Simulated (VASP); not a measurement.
# Mo (Pm-3m) in VASP: notebook

Runs on Mo. Level: PBE. Tasks: single point, relaxation of cell and atoms.

Everything below comes from runs of VASP 6.6.1. Logs are shortened: lines on timing, memory, paths and dates and some standing lists are left out, and cuts for length are marked.

### Step 1. The cell of the first run

Symmetry: Pm-3m, No. 221, cubic system. The conventional cell has a = 2.604 Å, b = 2.604 Å, c = 2.604 Å, α = 90.00°, β = 90.00°, γ = 90.00°. Within 3.4 Å of Mo (site symmetry m-3m) lie 6 Mo at 2.60 Å.

### Step 2. Single point, PBE

Contents of INCAR:

```
PREC = Accurate ; ENCUT = 520
EDIFF = 1E-6 ; ISMEAR = -1
SIGMA = 0.08 ; LREAL = F
LASPH = T ; NELM = 80
ALGO = Normal ; ISIF = 2
LWAVE = F ; LCHARG = F
GGA = PE ; NBANDS = 13
```

Contents of KPOINTS:

```
Automatic mesh
0
Gamma
  16 16 16
```

Contents of POSCAR:

```
Mo
1.0
    2.6035765869      0.0000000000      0.0000000000
    0.0000000000      2.6035765869      0.0000000000
    0.0000000000      0.0000000000      2.6035765869
Mo
1
Direct
    0.0000000000      0.0000000000      0.0000000000
```

Potentials or basis: VASP PAW PBE potentials, release 64 (Mo_sv).

Started as:

```
$ cat potpaw_PBE.64/Mo_sv/POTCAR > POTCAR
$ mpirun -np 1 vasp_std > vasp.out
```

OUTCAR:

```text
PREC = Accurate
   ENCUT = 520
   EDIFF = 1E-6
   ISMEAR = -1
   LREAL = F
   LASPH = T
   NELM = 80
   ISIF = 2
   GGA = PE

 ion  position               nearest neighbor table
   1  0.000  0.000  0.000-

  LATTYP: Found a simple cubic cell.
 ALAT       =     2.6035765869

  Lattice vectors:

 A1 = (   2.6035765869,   0.0000000000,   0.0000000000)
 A2 = (   0.0000000000,   2.6035765869,   0.0000000000)
 A3 = (   0.0000000000,   0.0000000000,   2.6035765869)

Analysis of symmetry for initial positions (statically):
=====================================================================
 Subroutine PRICEL returns:
 Original cell was already a primitive cell.

 Routine SETGRP: Setting up the symmetry group for a
 simple cubic supercell.

 Subroutine GETGRP returns: Found 48 space group operations
 (whereof 48 operations were pure point group operations)
 out of a pool of 48 trial point group operations.

The static configuration has the point symmetry O_h .

Analysis of symmetry for dynamics (positions and initial velocities):
=====================================================================
 Subroutine PRICEL returns:
 Original cell was already a primitive cell.

 Routine SETGRP: Setting up the symmetry group for a
 simple cubic supercell.

 Subroutine GETGRP returns: Found 48 space group operations
 (whereof 48 operations were pure point group operations)
 out of a pool of 48 trial point group operations.

The dynamic configuration has the point symmetry O_h .

 Subroutine INISYM returns: Found 48 space group operations
 (whereof 48 operations are pure point group operations),
 and found     1 'primitive' translations

----------------------------------------------------------------------------------------

                                     Primitive cell

  volume of cell :      17.6486

  direct lattice vectors                    reciprocal lattice vectors
     2.603576587  0.000000000  0.000000000     0.384087031  0.000000000  0.000000000
     0.000000000  2.603576587  0.000000000     0.000000000  0.384087031  0.000000000
     0.000000000  0.000000000  2.603576587     0.000000000  0.000000000  0.384087031

  length of vectors
     2.603576587  2.603576587  2.603576587     0.384087031  0.384087031  0.384087031

  position of ions in fractional coordinates (direct lattice)
     0.000000000  0.000000000  0.000000000

  ion indices of the primitive-cell ions
   primitive index   ion index
                 1           1

----------------------------------------------------------------------------------------

 KPOINTS: Automatic mesh

Automatic generation of k-mesh.
 Grid dimensions read from file:
 generate k-points for:   16   16   16

 Generating k-lattice:

  Cartesian coordinates                     Fractional coordinates (reciprocal lattice)
     0.024005439  0.000000000  0.000000000     0.062500000  0.000000000  0.000000000
     0.000000000  0.024005439  0.000000000     0.000000000  0.062500000  0.000000000
     0.000000000  0.000000000  0.024005439     0.000000000  0.000000000  0.062500000

  Length of vectors
     0.024005439  0.024005439  0.024005439

  Shift w.r.t. Gamma in fractional coordinates (k-lattice)
     0.000000000  0.000000000  0.000000000

 Subroutine IBZKPT returns following result:
 ===========================================

 Found    165 irreducible k-points:

 Following reciprocal coordinates:
            Coordinates               Weight
  0.000000  0.000000  0.000000      1.000000
  0.062500  0.000000  0.000000      6.000000
  0.125000  0.000000  0.000000      6.000000
  0.187500  0.000000  0.000000      6.000000
  0.250000  0.000000  0.000000      6.000000
  0.312500  0.000000  0.000000      6.000000
[... 16 lines left out ...]
  0.437500  0.125000  0.000000     24.000000
  0.500000  0.125000  0.000000     12.000000
 [... further k-points ...]
   k-points           NKPTS =    165   k-points in BZ     NKDIM =    165   number of bands    NBANDS=     13
   number of dos      NEDOS =    301   number of ions     NIONS =      1
   total plane-waves  NPLWV =   8000
   dimension x,y,z NGX =    20 NGY =   20 NGZ =   20
   dimension x,y,z NGXF=    40 NGYF=   40 NGZF=   40
   ions per type =               1
   NGX,Y,Z   is equivalent  to a cutoff of  12.77, 12.77, 12.77 a.u.
   NGXF,Y,Z  is equivalent  to a cutoff of  25.54, 25.54, 25.54 a.u.
 SYSTEM =  unknown system
   PREC   = accura    normal or accurate (medium, high low for compatibility)
   ISTART =      0    job   : 0-new  1-cont  2-samecut
   ICHARG =      2    charge: 1-file 2-atom 10-const
   ISPIN  =      1    spin polarized calculation?
   LNONCOLLINEAR =      F non collinear calculations
   LSORBIT =      F    spin-orbit coupling
   LASPH  =      T    aspherical Exc in radial PAW
   ENCUT  =  520.0 eV  38.22 Ry    6.18 a.u.   4.84  4.84  4.84*2*pi/ulx,y,z
   NELM   =     80;   NELMIN=  2; NELMDL= -5     # of ELM steps
   EDIFF  = 0.1E-05   stopping-criterion for ELM
   LREAL  =      F    real-space projection
[... 7 lines left out ...]
   TEBEG  =    0.0;   TEEND  =   0.0 temperature during run
   PSTRESS=    0.0 pullay stress
   NELECT =      14.0000    total number of electrons
   NUPDOWN=      -1.0000    fix difference up-down
   EMIN   =  10.00;   EMAX   =-10.00  energy-range for DOS
   EFERMI =   0.00;   METHOD = LEGACY
   ISMEAR =    -1;   SIGMA  =   0.08  broadening in eV -4-tet -1-fermi 0-gaus
   EFERMI_NEDOS =   21; number of points for ismear=-14 and -15
   IALGO  =     38    algorithm
   IMIX   =      4    mixing-type and parameters
     AMIX     =   0.40;   BMIX     =  1.00
     AMIX_MAG =   1.60;   BMIX_MAG =  1.00
  volume/ion in A,a.u.               =      17.65       119.10
  Fermi-wavevector in a.u.,A,eV,Ry     =   1.515469  2.863822 31.247783  2.296647
  Thomas-Fermi vector in A             =   2.624989
   LORBIT       =      0    0 simple, 1 ext, 2 COOP (PROOUT), +10 PAW based schemes
   GGA     = PE    functional components
   LHFCALC =     F    Hartree Fock is set to
   AEXX    =    0.0000 exact exchange contribution
   IVDW    =     0    specifies the selected vdW correction
   LEPSILON=     F    determine dielectric tensor
   LRPA    =     F    only Hartree local field effects (RPA)
 non-spin polarized calculation
  energy-cutoff  :      520.00
  volume of cell :       17.65
 maximum number of plane-waves:       488
 NGX is ok and might be reduce to    20
   NGX =  9   NGY =  9   NGZ =  9

 number of electron      13.9999996 magnetization

 Free energy of the ion-electron system (eV)
  ---------------------------------------------------
  ext. energy  EPLUGINS =         0.00000000
  ---------------------------------------------------
  free energy    TOTEN  =        -9.79525912 eV

  energy without entropy =       -9.77115179  energy(sigma->0) =       -9.78320545

 E-fermi :  10.5665     XC(G=0): -12.5729

 val. band max:       10.5624187951   @ k =   0.4375   0.3125   0.1875
 cond. band min:      10.5698955662   @ k =   0.5000   0.4375   0.1250
 fundamental gap:      0.0074767711
 Fermi energy:        10.5665451799

 k-point     1 :       0.0000    0.0000    0.0000
  band No.  band energies     occupation
      1     -50.4719      2.00000
      2     -23.7552      2.00000
      3     -23.7552      2.00000
      4     -23.7552      2.00000
      5       4.1690      2.00000
      6       6.4939      2.00000
      7       6.4939      2.00000
      8      14.4384      0.00000
      9      14.4384      0.00000
     10      14.4384      0.00000
     11      26.0797      0.00000
     12      26.0797      0.00000
     13      26.0797      0.00000

 k-point     2 :       0.0625    0.0000    0.0000
  band No.  band energies     occupation
      1     -50.4647      2.00000
      2     -23.8150      2.00000
      3     -23.7502      2.00000
      4     -23.7502      2.00000
      5       4.2887      2.00000
      6       6.5240      2.00000
      7       6.6269      2.00000
      8      14.2725      0.00000
      9      14.2725      0.00000
     10      14.4503      0.00000
     11      25.4510      0.00000
     12      26.3224      0.00000
     13      26.3224      0.00000

 k-point     3 :       0.1250    0.0000    0.0000
  band No.  band energies     occupation
      1     -50.4440      2.00000
      2     -23.9830      2.00000
      3     -23.7357      2.00000
      4     -23.7357      2.00000
      5       4.6168      2.00000
      6       6.6111      2.00000
      7       7.0309      2.00000
      8      13.8313      0.00000
      9      13.8313      0.00000
     10      14.4843      0.00000
     11      24.0772      0.00000
     12      26.9852      0.00000
     13      26.9852      0.00000

 k-point     4 :       0.1875    0.0000    0.0000
  band No.  band energies     occupation
      1     -50.4128      2.00000
      2     -24.2289      2.00000
      3     -23.7140      2.00000
      4     -23.7140      2.00000
      5       5.0800      2.00000
      6       6.7451      2.00000
      7       7.7001      2.00000
      8      13.2394      0.00000
      9      13.2394      0.00000
     10      14.5357      0.00000
     11      22.5728      0.00000
     12      27.9211      0.00000
     13      27.9211      0.00000

 k-point     5 :       0.2500    0.0000    0.0000
  band No.  band energies     occupation
      1     -50.3757      2.00000
      2     -24.5109      2.00000
      3     -23.6883      2.00000
      4     -23.6883      2.00000
      5       5.6066      2.00000
      6       6.9094      2.00000
      7       8.5672      2.00000
      8      12.6195      0.00000
      9      12.6195      0.00000
     10      14.5970      0.00000
     11      21.2367      0.00000
     12      27.7337      0.00000
     13      28.9799      0.00000

 k-point     6 :       0.3125    0.0000    0.0000
  band No.  band energies     occupation
      1     -50.3382      2.00000
      2     -24.7850      2.00000
      3     -23.6625      2.00000
      4     -23.6625      2.00000
      5       6.1460      2.00000
      6       7.0811      2.00000
      7       9.4726      2.00000
      8      12.0625      0.00000
      9      12.0625      0.00000
     10      14.6593      0.00000
     11      20.2503      0.00000
     12      26.5366      0.00000
     13      30.0420      0.00000

 k-point     7 :       0.3750    0.0000    0.0000
  band No.  band energies     occupation
      1     -50.3063      2.00000
      2     -25.0116      2.00000
      3     -23.6405      2.00000
      4     -23.6405      2.00000
      5       6.6449      2.00000
      6       7.2331      2.00000
      7      10.2005      1.97961
      8      11.6287      0.00000
      9      11.6287      0.00000
     10      14.7127      0.00000
     11      19.7386      0.00000
     12      25.6454      0.00000
     13      31.0030      0.00000
[... 193 lines left out ...]
 k-point    20 :       0.2500    0.1250    0.0000
  band No.  band energies     occupation
      1     -50.3481      2.00000
      2     -24.4859      2.00000
      3     -23.9095      2.00000
      4     -23.6693      2.00000
      5       6.0031      2.00000
      6       7.3397      2.00000
      7       8.6828      2.00000
      8      12.0794      0.00000
      9      12.6850      0.00000
     10      14.0493      0.00000
     11      21.9030      0.00000
     12      26.3100      0.00000
     13      28.6081      0.00000

 k-point    21 :       0.3125    0.1250    0.0000
  band No.  band energies     occupation
      1     -50.3109      2.00000
      2     -24.7579      2.00000
      3     -23.8813      2.00000
      4     -23.6437      2.00000
      5       6.5033      2.00000
      6       7.5365      2.00000
      7       9.2704      2.00000
      8      11.9194      0.00000
      9      12.1395      0.00000
     10      14.1221      0.00000
     11      20.7732      0.00000
     12      26.5853      0.00000
     13      28.0933      0.00000

 k-point    22 :       0.3750    0.1250    0.0000
  band No.  band energies     occupation
      1     -50.2791      2.00000
      2     -24.9829      2.00000
      3     -23.8574      2.00000
      4     -23.6219      2.00000
      5       6.9645      2.00000
      6       7.7427      2.00000
      7       9.3269      2.00000
      8      11.7125      0.00000
      9      12.2851      0.00000
     10      14.1859      0.00000
     11      20.0305      0.00000
     12      26.1634      0.00000
     13      28.4325      0.00000

 k-point    23 :       0.4375    0.1250    0.0000
  band No.  band energies     occupation
      1     -50.2577      2.00000
      2     -25.1306      2.00000
      3     -23.8413      2.00000
      4     -23.6073      2.00000
      5       7.2981      2.00000
      6       7.9703      2.00000
      7       9.0715      2.00000
      8      11.4426      0.00004
      9      12.7573      0.00000
     10      14.2293      0.00000
     11      19.6995      0.00000
     12      25.7396      0.00000
     13      28.9430      0.00000

 k-point    24 :       0.5000    0.1250    0.0000
  band No.  band energies     occupation
      1     -50.2502      2.00000
      2     -25.1820      2.00000
      3     -23.8356      2.00000
      4     -23.6021      2.00000
      5       7.4139      2.00000
      6       8.1207      2.00000
      7       8.8935      2.00000
      8      11.3505      0.00011
      9      12.9446      0.00000
     10      14.2447      0.00000
     11      19.6332      0.00000
     12      25.5828      0.00000
     13      29.2583      0.00000

 [... further k-points ...]
[... 5 lines left out ...]
  --------------------------------------------------------------------------------------
  -------------------------------------------------------------------------------------
  Total        0.0503503      0.0503503      0.0503503      0.0000000      0.0000000     -0.0000000
  in kB        4.5708999      4.5708999      4.5708999      0.0000000      0.0000000     -0.0000000
  external PRESSURE =       4.5708999 kB  Pullay stress =       0.0000000 kB

 VOLUME and BASIS-vectors are now :
 -----------------------------------------------------------------------------
  energy-cutoff  :      520.00
  volume of cell :       17.65
      direct lattice vectors                 reciprocal lattice vectors
     2.603576587  0.000000000  0.000000000     0.384087031  0.000000000  0.000000000
     0.000000000  2.603576587  0.000000000     0.000000000  0.384087031  0.000000000
     0.000000000  0.000000000  2.603576587     0.000000000  0.000000000  0.384087031

 POSITION                                       TOTAL-FORCE (eV/Angst)
 -----------------------------------------------------------------------------------
      0.00000      0.00000      0.00000         0.000000      0.000000      0.000000
 -----------------------------------------------------------------------------------
    total drift:                                0.000000      0.000000      0.000000

  FREE ENERGIE OF THE ION-ELECTRON SYSTEM (eV)
  ---------------------------------------------------
  free  energy   TOTEN  =        -9.7952591184 eV

  energy  without entropy=       -9.7711517853  energy(sigma->0) =       -9.78320545
```

Wall time 18 s (1 thread of Intel Xeon Platinum 8259CL at 2.50GHz (Skylake/Cascade Lake), shared host); peak memory 0.15 GiB.

What came out:

```
Free energy            : -9.7953 eV
Pressure               : 0.5 GPa
Band gap on the k mesh : zero (band 7 reaches 12.09 eV, above the bottom of band 8 at 9.55 eV)
```

### Step 3. Relaxation of cell and atoms, PBE

This run uses another cell than the first one, of 17.08 Å³/atom, 0.968 times its volume.

Contents of INCAR:

```
SYSTEM = Mo
PREC     = Accurate       ! precision mode
ENCUT    = 600            ! plane-wave cutoff, eV
EDIFF    = 1E-6           ! SCF threshold, eV
ISMEAR   = -1             ! smearing method
SIGMA    = 0.08           ! smearing width, eV
LREAL    = .FALSE.        ! projectors in reciprocal space
LASPH    = .TRUE.         ! aspherical terms in the spheres
NELM     = 80             ! most SCF steps
ALGO     = Normal         ! electronic algorithm
ISIF     = 3              ! what is computed and relaxed
LWAVE    = .FALSE.        ! write WAVECAR
LCHARG   = .FALSE.        ! write CHGCAR
GGA      = PE             ! functional
IBRION   = 2              ! ionic algorithm
NSW      = 60             ! ionic steps
EDIFFG   = -0.005         ! ionic threshold
```

Contents of KPOINTS:

```
regular mesh
0
G
  16 16 16
  0 0 0
```

Contents of POSCAR:

```
Mo
1.0
    2.5755358171      0.0000000000      0.0000000000
    0.0000000000      2.5755358171      0.0000000000
    0.0000000000      0.0000000000      2.5755358171
Mo
1
Direct
    0.0000000000      0.0000000000      0.0000000000
```

Potentials or basis: VASP PAW PBE potentials, release 64 (Mo_sv).

Started as:

```
$ cat potpaw_PBE.64/Mo_sv/POTCAR > POTCAR
$ mpirun -np 1 vasp_std > vasp.out
```

Wall time 46 s (1 thread of Intel Xeon Platinum 8259CL at 2.50GHz (Skylake/Cascade Lake), shared host); peak memory 0.17 GiB.

It converged, with:

```
Free energy                            : -9.7947 eV
Relaxed volume                         : 17.69 Å³/atom
Relaxed cell                           : a = 2.605 Å, b = 2.605 Å, c = 2.605 Å, α = 90.00°, β = 90.00°, γ = 90.00°
Space group after relaxing (to 0.05 Å) : Pm-3m (No. 221)
Energy gained by relaxing              : 12.8 meV/atom
Ionic steps                            : 4
Pressure after relaxing                : 0.0 GPa
Band gap on the k mesh                 : zero (band 7 reaches 12.05 eV, above the bottom of band 8 at 9.52 eV)
```

The path:
```csv
step,energy change (eV),largest force (eV/Å),pressure (GPa),volume (Å³)
1,0.0000,0.0000,7.05,17.08
2,0.0396,0.0000,-11.88,19.01
3,-0.0128,0.0000,-0.13,17.70
4,-0.0128,0.0000,-0.02,17.69
```

Final structure:
```
Mo
1.0
     2.60541    0.00000    0.00000
     0.00000    2.60541    0.00000
     0.00000    0.00000    2.60541
Mo
1
Cartesian
  0.0000 0.0000 0.0000
```

Levels at points of the mesh, in eV from the Fermi level:
```
           k point  band 5  band 6  band 7  band 8  band 9  band 10
(0.00, 0.00, 0.00)   -6.39   -4.06   -4.06    3.86    3.86     3.86
(0.50, 0.00, 0.00)   -3.40   -3.18    0.15    0.69    0.69     4.18
(0.50, 0.50, 0.00)   -5.19   -2.18    1.34    1.34    5.80     5.80
(0.50, 0.50, 0.50)   -3.62   -3.62   -3.62    6.28    6.28     7.80
```
